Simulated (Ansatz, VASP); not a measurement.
# PbSe in VASP and in Ansatz

```xyz
2
Lattice="0.0000 3.0192 3.1111 3.0192 0.0000 3.1111 3.0192 3.0192 0.0000" Properties=species:S:1:pos:R:3 pbc="T T T"
Pb    0.0000    0.0000    0.0000
Se    3.0192    3.0192    3.1111
```

Alike in both runs: task single point; functional PBE; k mesh 10 × 10 × 10; occupations gaussian, width 0.05 eV; no spin polarisation.

|  | VASP | Ansatz |
| --- | --- | --- |
| version | VASP 6.6.1 | Ansatz 0.2.0 |
| potentials or method | VASP PAW PBE potentials, release 64 (Pb_d, Se), cutoff 520 eV | scalar-relativistic, plane waves, PAW |
| valence electrons in the cell | 20 | 30 |

VASP gave:

| Quantity | Value |
| --- | --- |
| gap on the k mesh at the Fermi level (eV) | 0.23 |
| least direct gap on the mesh (eV) | 0.23 |
| pressure (GPa) | 3.2 |
| traceless stress, the component that is largest in VASP (GPa) | -2.57 |

Q: Which values does Ansatz return?

A: gap on the k mesh at the Fermi level (eV): 0.22; least direct gap on the mesh (eV): 0.22; pressure (GPa): 3.2; traceless stress, the component that is largest in VASP (GPa): -2.56.

The functional is the same, so the differences come from potentials, cutoffs and numerics. VASP's potentials hold 20 valence electrons a cell and Ansatz's 30, so a difference there can come from the potentials and not from the codes.

Spin-orbit coupling is off throughout.
